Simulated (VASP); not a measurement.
Set up this calculation in VASP 6.6.1, as the native input.

```yaml
Task: single point
Functional: PBE
Potentials_or_basis: VASP PAW PBE potentials, release 64 (Li_sv, F)
Cutoff: 520 eV
k_mesh: 12 × 12 × 6
Occupations: gaussian, width 0.01 eV
Spin: no spin polarisation
Dipole_correction: no
Further_INCAR_settings: ALGO = Normal; EDIFF = 1e-06; NBANDS = 18
```

The structure of LiF lies in POSCAR:

```
LiF
1.0
    3.0810519480      0.0000000000      0.0000000000
   -1.5405259740      2.6682692574      0.0000000000
    0.0000000000      0.0000000000      4.7852337859
Li F
2 2
Direct
    0.3333333333      0.6666666667      0.3824388605
    0.6666666667      0.3333333333      0.8824388605
    0.3333333333      0.6666666667      0.9925591395
    0.6666666667      0.3333333333      0.4925591395
```

One way to write it, as run:

INCAR

```
SYSTEM = LiF
ALGO = Normal
EDIFF = 1E-6
ENCUT = 520
GGA = PE
ISIF = 2
ISMEAR = 0
LASPH = .True.
LCHARG = .False.
LREAL = .False.
LWAVE = .False.
NBANDS = 18
NELM = 80
PREC = Accurate
SIGMA = 0.01
```

KPOINTS

```
k-points
0
Gamma
  12 12 6
  0 0 0
```

Potentials or basis: VASP PAW PBE potentials, release 64 (Li_sv, F).

Launch:

```console
$ cat potpaw_PBE.64/Li_sv/POTCAR potpaw_PBE.64/F/POTCAR > POTCAR
$ mpirun -np 1 vasp_std > vasp.out
```

Results of the run:

```json
{
  "Band gap on the k mesh": "7.84 eV"
}
```

Wall time 27 s on 1 thread of Intel(R) Xeon(R) Platinum 8488C (Sapphire Rapids), on a shared host, peak memory 0.17 GiB.
